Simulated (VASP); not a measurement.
V2O3, 10 atoms in the cell. Symmetry: R-3c, No. 167, trigonal system. The conventional cell has a = 4.942 Å, b = 4.942 Å, c = 13.990 Å, α = 90.00°, β = 90.00°, γ = 120.00°. V (site symmetry 3) has 6 O at 1.97 to 2.04 Å within 2.6 Å. O (site symmetry 2) has 4 V at 1.97 to 2.04 Å and 2 O at 2.57 Å within 2.6 Å. 

```yaml
Program: VASP 6.6.1
Task: single point
Functional: LDA
Potentials_or_basis: VASP PAW LDA potentials, release 64 (V_sv, O)
Cutoff: 600 eV
k_mesh: 5 × 5 × 5
Occupations: gaussian, width 0.05 eV
Spin: collinear spin, antiferromagnetic start
Starting_moments: "[1.6, 1.6, -1.6, -1.6, -0.01, -0.01, -0.01, 0.01, 0.01, 0.01] μB"
Hubbard_terms: V d U = 4.0 eV, J = 0.5 eV
Dipole_correction: no
LDAUTYPE: 1
Hund's_J: 0.5
Further_INCAR_settings: ALGO = Normal; EDIFF = 1e-06; NBANDS = 59
```

Potentials or basis: VASP PAW LDA potentials, release 64 (V_sv, O).

Launch:

```sh
$ cat potpaw_LDA.64/V_sv/POTCAR potpaw_LDA.64/O/POTCAR > POTCAR
$ mpirun -np 1 vasp_std > vasp.out
```

Hardware: 1 thread of Intel(R) Xeon(R) Platinum 8375C CPU @ 2.90GHz (Ice Lake) (shared host).

Q: How long does it take, and how much memory?

A: It took 10 min on 1 thread of Intel(R) Xeon(R) Platinum 8375C CPU @ 2.90GHz (Ice Lake), with other jobs on the host, peak memory 0.38 GiB. Counts: scf iterations 17, k points 19.
